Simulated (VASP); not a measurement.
Wanted: the native input for a VASP 6.6.1 run.

- Task: single point
- Functional: r2SCAN
- Potentials or basis: VASP PAW PBE potentials, release 64 (Mg, Se, Hg)
- Cutoff: 520 eV
- k mesh: 6 × 6 × 4
- Occupations: gaussian, width 0.01 eV
- Spin: no spin polarisation
- Dipole correction: no
- Further INCAR settings: ALGO = Normal; EDIFF = 1e-06; NBANDS = 21

MgHgSe2:

```
Mg Se Hg
1.0
     4.27028    0.00000    0.00000
     0.00000    4.27028    0.00000
     0.00000    0.00000    5.92498
Mg Se Hg
1 2 1
Direct
  0.00000 0.00000 0.00000
  0.00000 0.50000 0.23548
  0.50000 0.00000 0.76452
  0.50000 0.50000 0.50000
```

These files were run (other wordings do the same):

POSCAR

```
MgHgSe2
1.0
    4.2702837359      0.0000000000      0.0000000000
    0.0000000000      4.2702837359      0.0000000000
    0.0000000000      0.0000000000      5.9249846175
Mg Se Hg
1 2 1
Direct
    0.0000000000      0.0000000000      0.0000000000
    0.0000000000      0.5000000000      0.2354752525
    0.5000000000      0.0000000000      0.7645247475
    0.5000000000      0.5000000000      0.5000000000
```

INCAR.step1

```
SYSTEM = MgHgSe2
PREC     = Accurate       ! precision mode
ENCUT    = 520            ! plane-wave cutoff, eV
ISMEAR   = 0              ! smearing method
SIGMA    = 0.01           ! smearing width, eV
LREAL    = .False.        ! projectors in reciprocal space
LASPH    = .True.         ! aspherical terms in the spheres
NELM     = 100            ! most SCF steps
NBANDS   = 21             ! bands
GGA      = PE             ! functional
ALGO     = Normal         ! electronic algorithm
EDIFF    = 1E-4           ! SCF threshold, eV
LWAVE    = .True.         ! write WAVECAR
LCHARG   = .False.        ! write CHGCAR
```

INCAR.step2

```
SYSTEM = MgHgSe2
PREC     = Accurate       ! precision mode
ENCUT    = 520            ! plane-wave cutoff, eV
EDIFF    = 1E-6           ! SCF threshold, eV
ISMEAR   = 0              ! smearing method
SIGMA    = 0.01           ! smearing width, eV
LREAL    = .False.        ! projectors in reciprocal space
LASPH    = .True.         ! aspherical terms in the spheres
NELM     = 100            ! most SCF steps
ALGO     = Normal         ! electronic algorithm
ISIF     = 2              ! what is computed and relaxed
LWAVE    = .False.        ! write WAVECAR
LCHARG   = .True.         ! write CHGCAR
METAGGA  = R2SCAN         ! meta-GGA
LMIXTAU  = .True.       
LELF     = .True.         ! ELF
LVHAR    = .True.       
NBANDS   = 21             ! bands
ISTART   = 1
```

KPOINTS

```
regular mesh
0
Gamma
  6 6 4
  0 0 0
```

Potentials or basis: VASP PAW PBE potentials, release 64 (Mg, Se, Hg).

Launch:

```bash
$ cat potpaw_PBE.64/Mg/POTCAR potpaw_PBE.64/Se/POTCAR potpaw_PBE.64/Hg/POTCAR > POTCAR
$ cp INCAR.step1 INCAR
$ mpirun -np 1 vasp_std > vasp.out
$ cp INCAR.step2 INCAR
$ mpirun -np 1 vasp_std > vasp.out
```

Results of the run:

```json
{
 "Pressure": "1.6 GPa",
 "Largest force": "0.088 eV/Å",
 "Band gap on the k mesh": "1.10 eV"
}
```

Caveat: the PAW data sets were made with another functional, which shifts forces and pressure a little; spin-orbit coupling is left out, which moves the levels of the heavy elements.

It took 5.4 min on 1 thread of Intel Xeon 8259CL, with other jobs on the host, peak memory 0.27 GiB.
